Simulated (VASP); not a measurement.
# PtS2 in VASP: single point with PBE

Aim: the single point of PtS2 with PBE.

Program: VASP 6.6.1. These are calculated values, not measurements. Logs are shortened: lines on timing, memory, paths and dates and some standing lists are left out, and cuts for length are marked.

**1. The cell of the first run**

The cell holds a slab with vacuum, 3 atoms: a = 3.543 Å, b = 3.543 Å, c = 15.519 Å, α = 90.00°, β = 90.00°, γ = 120.00°.

**2. Single point, PBE**

The input, INCAR:

```
SYSTEM = PtS2
ALGO = Normal
EDIFF = 1E-6
ENCUT = 520
GGA = PE
ISIF = 2
ISMEAR = 0
LASPH = .TRUE.
LCHARG = .FALSE.
LREAL = .FALSE.
LWAVE = .FALSE.
NBANDS = 18
NELM = 80
PREC = Accurate
SIGMA = 0.05
```

The input, KPOINTS:

```
k-points
0
G
  24 24 1
  0 0 0
```

The input, POSCAR:

```
PtS2
1.0
    3.5431994800      0.0000000000      0.0000000000
   -1.7715997400      3.0685007600      0.0000000000
    0.0000000000      0.0000000000     15.5194000000
Pt S
1 2
Direct
    0.0000000000      0.0000000000      0.5000000000
    0.3333333300      0.6666666700      0.5811693800
    0.6666666700      0.3333333300      0.4188306200
```

Potentials or basis: VASP PAW PBE potentials, release 64 (Pt, S).

Started as:

```console
$ cat potpaw_PBE.64/Pt/POTCAR potpaw_PBE.64/S/POTCAR > POTCAR
$ mpirun -np 1 vasp_std > vasp.out
```

OUTCAR:

```text
SYSTEM = PtS2
   EDIFF = 1E-6
   ENCUT = 520
   GGA = PE
   ISIF = 2
   ISMEAR = 0
   LASPH = .TRUE.
   LREAL = .FALSE.
   NELM = 80
   PREC = Accurate

 ion  position               nearest neighbor table
   1  0.000  0.000  0.500-   2 2.40   3 2.40   2 2.40   3 2.40   3 2.40   2 2.40
   2  0.333  0.667  0.581-   1 2.40   1 2.40   1 2.40
   3  0.667  0.333  0.419-   1 2.40   1 2.40   1 2.40

  LATTYP: Found a hexagonal cell.
 ALAT       =     3.5431994800
 C/A-ratio  =     4.3800525733

  Lattice vectors:

 A1 = (   3.5431994800,   0.0000000000,   0.0000000000)
 A2 = (  -1.7715997400,   3.0685007600,   0.0000000000)
 A3 = (   0.0000000000,   0.0000000000,  15.5194000000)

Analysis of symmetry for initial positions (statically):
=====================================================================
 Subroutine PRICEL returns:
 Original cell was already a primitive cell.

 Routine SETGRP: Setting up the symmetry group for a
 hexagonal supercell.

 Subroutine GETGRP returns: Found 12 space group operations
 (whereof 12 operations were pure point group operations)
 out of a pool of 24 trial point group operations.

The static configuration has the point symmetry D_3d.

Analysis of symmetry for dynamics (positions and initial velocities):
=====================================================================
 Subroutine PRICEL returns:
 Original cell was already a primitive cell.

 Routine SETGRP: Setting up the symmetry group for a
 hexagonal supercell.

 Subroutine GETGRP returns: Found 12 space group operations
 (whereof 12 operations were pure point group operations)
 out of a pool of 24 trial point group operations.

The dynamic configuration has the point symmetry D_3d.

 Subroutine INISYM returns: Found 12 space group operations
 (whereof 12 operations are pure point group operations),
 and found     1 'primitive' translations

----------------------------------------------------------------------------------------

                                     Primitive cell

  volume of cell :     168.7317

  direct lattice vectors                    reciprocal lattice vectors
     3.543199480  0.000000000  0.000000000     0.282230793  0.162946024  0.000000000
    -1.771599740  3.068500760  0.000000000     0.000000000  0.325892049  0.000000000
     0.000000000  0.000000000 15.519400000     0.000000000  0.000000000  0.064435481

  length of vectors
     3.543199480  3.543199480 15.519400000     0.325892049  0.325892049  0.064435481

  position of ions in fractional coordinates (direct lattice)
     0.000000000  0.000000000  0.500000000
     0.333333330  0.666666670  0.581169380
     0.666666670  0.333333330  0.418830620

  ion indices of the primitive-cell ions
   primitive index   ion index
                 1           1
                 2           2
                 3           3

----------------------------------------------------------------------------------------

 KPOINTS: k-points

Automatic generation of k-mesh.
 Grid dimensions read from file:
 generate k-points for:   24   24    1

 Generating k-lattice:

  Cartesian coordinates                     Fractional coordinates (reciprocal lattice)
     0.011759616  0.006789418  0.000000000     0.041666667  0.000000000  0.000000000
     0.000000000  0.013578835  0.000000000     0.000000000  0.041666667  0.000000000
     0.000000000  0.000000000  0.064435481     0.000000000  0.000000000  1.000000000

  Length of vectors
     0.013578835  0.013578835  0.064435481

  Shift w.r.t. Gamma in fractional coordinates (k-lattice)
     0.000000000  0.000000000  0.000000000

 Subroutine IBZKPT returns following result:
 ===========================================

 Found     61 irreducible k-points:

 Following reciprocal coordinates:
            Coordinates               Weight
  0.000000  0.000000  0.000000      1.000000
  0.041667 -0.000000  0.000000      6.000000
  0.083333 -0.000000  0.000000      6.000000
  0.125000 -0.000000  0.000000      6.000000
  0.166667 -0.000000  0.000000      6.000000
  0.208333  0.000000  0.000000      6.000000
[... 16 lines left out ...]
  0.416667  0.041667  0.000000     12.000000
  0.458333  0.041667  0.000000     12.000000
 [... further k-points ...]
   k-points           NKPTS =     61   k-points in BZ     NKDIM =     61   number of bands    NBANDS=     18
   number of dos      NEDOS =    301   number of ions     NIONS =      3
   total plane-waves  NPLWV =  94080
   dimension x,y,z NGX =    28 NGY =   28 NGZ =  120
   dimension x,y,z NGXF=    56 NGYF=   56 NGZF=  240
   ions per type =               1   2
   NGX,Y,Z   is equivalent  to a cutoff of  13.14, 13.14, 12.85 a.u.
   NGXF,Y,Z  is equivalent  to a cutoff of  26.28, 26.28, 25.71 a.u.
 SYSTEM =  PtS2
   PREC   = accura    normal or accurate (medium, high low for compatibility)
   ISTART =      0    job   : 0-new  1-cont  2-samecut
   ICHARG =      2    charge: 1-file 2-atom 10-const
   ISPIN  =      1    spin polarized calculation?
   LNONCOLLINEAR =      F non collinear calculations
   LSORBIT =      F    spin-orbit coupling
   LASPH  =      T    aspherical Exc in radial PAW
   ENCUT  =  520.0 eV  38.22 Ry    6.18 a.u.   6.59  6.59 28.86*2*pi/ulx,y,z
   NELM   =     80;   NELMIN=  2; NELMDL= -5     # of ELM steps
   EDIFF  = 0.1E-05   stopping-criterion for ELM
   LREAL  =      F    real-space projection
   EDIFFG = 0.1E-04   stopping-criterion for IOM
   NSW    =      0    number of steps for IOM
   IBRION =     -1    ionic relax: 0-MD 1-quasi-New 2-CG
   NFREE  =      0    steps in history (QN), initial steepest desc. (CG)
   ISIF   =      2    stress and relaxation
   ISYM   =      2    0-nonsym 1-usesym 2-fastsym
   POTIM  = 0.5000    time-step for ionic-motion
   TEBEG  =    0.0;   TEEND  =   0.0 temperature during run
   PSTRESS=    0.0 pullay stress
   NELECT =      22.0000    total number of electrons
   NUPDOWN=      -1.0000    fix difference up-down
   EMIN   =  10.00;   EMAX   =-10.00  energy-range for DOS
   EFERMI =   0.00;   METHOD = LEGACY
   ISMEAR =     0;   SIGMA  =   0.05  broadening in eV -4-tet -1-fermi 0-gaus
   EFERMI_NEDOS =   21; number of points for ismear=-14 and -15
   IALGO  =     38    algorithm
   IMIX   =      4    mixing-type and parameters
     AMIX     =   0.40;   BMIX     =  1.00
     AMIX_MAG =   1.60;   BMIX_MAG =  1.00
  volume/ion in A,a.u.               =      56.24       379.55
  Fermi-wavevector in a.u.,A,eV,Ry     =   0.830138  1.568733  9.376164  0.689129
  Thomas-Fermi vector in A             =   1.942804
   LORBIT       =      0    0 simple, 1 ext, 2 COOP (PROOUT), +10 PAW based schemes
   GGA     = PE    functional components
   LHFCALC =     F    Hartree Fock is set to
   AEXX    =    0.0000 exact exchange contribution
   IVDW    =     0    specifies the selected vdW correction
   LEPSILON=     F    determine dielectric tensor
   LRPA    =     F    only Hartree local field effects (RPA)
 non-spin polarized calculation
 Gauss-broadening in eV      SIGMA  =   0.05
  energy-cutoff  :      520.00
  volume of cell :      168.73
 maximum number of plane-waves:      4601
 NGX is ok and might be reduce to    28
   NGX = 13   NGY = 13   NGZ = 57

 number of electron      21.9999997 magnetization

 Free energy of the ion-electron system (eV)
  ---------------------------------------------------
  ext. energy  EPLUGINS =         0.00000000
  ---------------------------------------------------
  free energy    TOTEN  =       -15.45042982 eV

  energy without entropy =      -15.45042982  energy(sigma->0) =      -15.45042982

 E-fermi :  -2.1519     XC(G=0):  -4.2576

 val. band max:       -2.3848508182   @ k =   0.1250   0.0417   0.0000
 cond. band min:      -0.5774999233   @ k =   0.2500  -0.0000   0.0000
 fundamental gap:      1.8073508949
 Fermi energy:        -2.1519424716

 k-point     1 :       0.0000    0.0000    0.0000
  band No.  band energies     occupation
      1     -16.3076      2.00000
      2     -14.2038      2.00000
      3      -7.7848      2.00000
      4      -7.7848      2.00000
      5      -7.5981      2.00000
      6      -5.1886      2.00000
[... 10 lines left out ...]
     17       4.2282      0.00000
     18       5.8183      0.00000

 k-point     2 :       0.0417   -0.0000    0.0000
  band No.  band energies     occupation
      1     -16.2859      2.00000
      2     -14.2076      2.00000
      3      -7.7853      2.00000
      4      -7.7713      2.00000
      5      -7.5775      2.00000
      6      -5.2207      2.00000
[... 10 lines left out ...]
     17       4.2737      0.00000
     18       5.8210      0.00000

 k-point     3 :       0.0833   -0.0000    0.0000
  band No.  band energies     occupation
      1     -16.2214      2.00000
      2     -14.2188      2.00000
      3      -7.7852      2.00000
      4      -7.7321      2.00000
      5      -7.5164      2.00000
      6      -5.3213      2.00000
[... 10 lines left out ...]
     17       4.4074      0.00000
     18       5.7851      0.00000

 k-point     4 :       0.1250   -0.0000    0.0000
  band No.  band energies     occupation
      1     -16.1161      2.00000
      2     -14.2367      2.00000
      3      -7.7801      2.00000
      4      -7.6706      2.00000
      5      -7.4166      2.00000
      6      -5.5015      2.00000
[... 375 lines left out ...]
      4      -7.2963      2.00000
      5      -6.8147      2.00000
      6      -6.0905      2.00000
[... 10 lines left out ...]
     17       5.8570      0.00000
     18       7.0995      0.00000

 k-point    23 :       0.4167    0.0417    0.0000
  band No.  band energies     occupation
      1     -14.7794      2.00000
      2     -14.3686      2.00000
      3      -8.5029      2.00000
      4      -7.2872      2.00000
      5      -6.6229      2.00000
      6      -6.0522      2.00000
[... 10 lines left out ...]
     17       6.2527      0.00000
     18       7.3094      0.00000

 k-point    24 :       0.4583    0.0417    0.0000
  band No.  band energies     occupation
      1     -14.7251      2.00000
      2     -14.3532      2.00000
      3      -8.6210      2.00000
      4      -7.2848      2.00000
      5      -6.4434      2.00000
      6      -6.1128      2.00000
[... 10 lines left out ...]
     17       6.6519      0.00000
     18       7.2507      0.00000

 [... further k-points ...]
[... 5 lines left out ...]
  --------------------------------------------------------------------------------------
  -------------------------------------------------------------------------------------
  Total        0.1840405      0.1840405     -0.5334645     -0.0000000     -0.0000000      0.0000000
  in kB        1.7475401      1.7475401     -5.0654654     -0.0000000     -0.0000000      0.0000000
  external PRESSURE =      -0.5234618 kB  Pullay stress =       0.0000000 kB

 VOLUME and BASIS-vectors are now :
 -----------------------------------------------------------------------------
  energy-cutoff  :      520.00
  volume of cell :      168.73
      direct lattice vectors                 reciprocal lattice vectors
     3.543199480  0.000000000  0.000000000     0.282230793  0.162946024  0.000000000
    -1.771599740  3.068500760  0.000000000     0.000000000  0.325892049  0.000000000
     0.000000000  0.000000000 15.519400000     0.000000000  0.000000000  0.064435481

 POSITION                                       TOTAL-FORCE (eV/Angst)
 -----------------------------------------------------------------------------------
      0.00000      0.00000      7.75970        -0.000000      0.000000      0.000000
     -0.00000      2.04567      9.01940         0.000000     -0.000000     -0.205929
      1.77160      1.02283      6.50000        -0.000000      0.000000      0.205929
 -----------------------------------------------------------------------------------
    total drift:                                0.000000      0.000000     -0.000000

  FREE ENERGIE OF THE ION-ELECTRON SYSTEM (eV)
  ---------------------------------------------------
  free  energy   TOTEN  =       -15.4504298232 eV

  energy  without entropy=      -15.4504298232  energy(sigma->0) =      -15.45042982
```

Wall time 5.3 min (1 thread of Intel Xeon 8259CL, shared host); peak memory 0.4 GiB.

What came out:

| Quantity | Value |
| --- | --- |
| Free energy | -15.4504 eV |
| Largest force | 0.206 eV/Å |
| Band gap on the k mesh | 1.81 eV (least direct gap 1.90 eV) |

Forces in eV/Å, atoms in the order of the input:
```
Pt   0.000  0.000  0.000
S    0.000  0.000 -0.206
S    0.000  0.000  0.206
```

Levels at points of the mesh, in eV from the valence-band top:
| k point | band 7 | band 8 | band 9 | band 10 | band 11 | band 12 | band 13 | band 14 | band 15 | band 16 |
| --- | --- | --- | --- | --- | --- | --- | --- | --- | --- | --- |
| (0.00, 0.00, 0.00) | -2.80 | -0.86 | -0.70 | -0.20 | -0.20 | 3.19 | 3.19 | 5.36 | 5.91 | 6.36 |
| (0.50, 0.00, 0.00) | -2.08 | -2.07 | -1.87 | -1.63 | -1.43 | 2.86 | 2.97 | 5.50 | 6.77 | 8.43 |

Caveat: spin-orbit coupling is left out, which moves the levels of the heavy elements.
